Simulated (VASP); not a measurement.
Wanted: the native input for a VASP 6.6.1 run.

* Task: single point
* Functional: PBE
* Potentials or basis: VASP PAW PBE potentials, release 64 (Be, Ni_sv_GW, H)
* Cutoff: 690 eV
* k mesh: 14 × 14 × 18
* Occupations: gaussian, width 0.1 eV
* Spin: no spin polarisation
* Dipole correction: no
* Further INCAR settings: ALGO = Normal; EDIFF = 1e-06; NBANDS = 20

The structure of Be2NiH lies in POSCAR:

```
Be2NiH
1.0
    3.5862007298      0.0000000000      0.0000000000
    0.0000000000      3.5862007298      0.0000000000
    0.0000000000      0.0000000000      2.5404763580
Be Ni H
2 1 1
Direct
    0.0000000000      0.5000000000      0.5000000000
    0.5000000000      0.0000000000      0.5000000000
    0.0000000000      0.0000000000      0.0000000000
    0.5000000000      0.5000000000      0.5000000000
```

The cell was generated, and may not be a known phase.

One way to write it, as run:

INCAR

```
SYSTEM = Be2NiH
PREC     = Accurate       ! precision mode
ENCUT    = 690            ! plane-wave cutoff, eV
EDIFF    = 1E-6           ! SCF threshold, eV
ISMEAR   = 0              ! smearing method
SIGMA    = 0.1            ! smearing width, eV
LREAL    = .False.        ! projectors in reciprocal space
LASPH    = .True.         ! aspherical terms in the spheres
NELM     = 120            ! most SCF steps
ALGO     = Normal         ! electronic algorithm
ISIF     = 2              ! what is computed and relaxed
LWAVE    = .False.        ! write WAVECAR
LCHARG   = .False.        ! write CHGCAR
GGA      = PE             ! functional
NBANDS   = 20             ! bands
GGA_COMPAT= .False.
```

KPOINTS

```
regular mesh
0
Gamma
  14 14 18
  0 0 0
```

Potentials or basis: VASP PAW PBE potentials, release 64 (Be, Ni_sv_GW, H).

Run with:

```bash
$ cat potpaw_PBE.64/Be/POTCAR potpaw_PBE.64/Ni_sv_GW/POTCAR potpaw_PBE.64/H/POTCAR > POTCAR
$ mpirun -np 1 vasp_std > vasp.out
```

It gave:

* Pressure: -1.5 GPa
* Band gap on the k mesh: zero (an odd number of electrons rules out a gap without spin polarisation)

Wall time 5.9 min on 1 thread of AMD EPYC 7R13 Processor (Zen 3), on a shared host, peak memory 0.51 GiB.
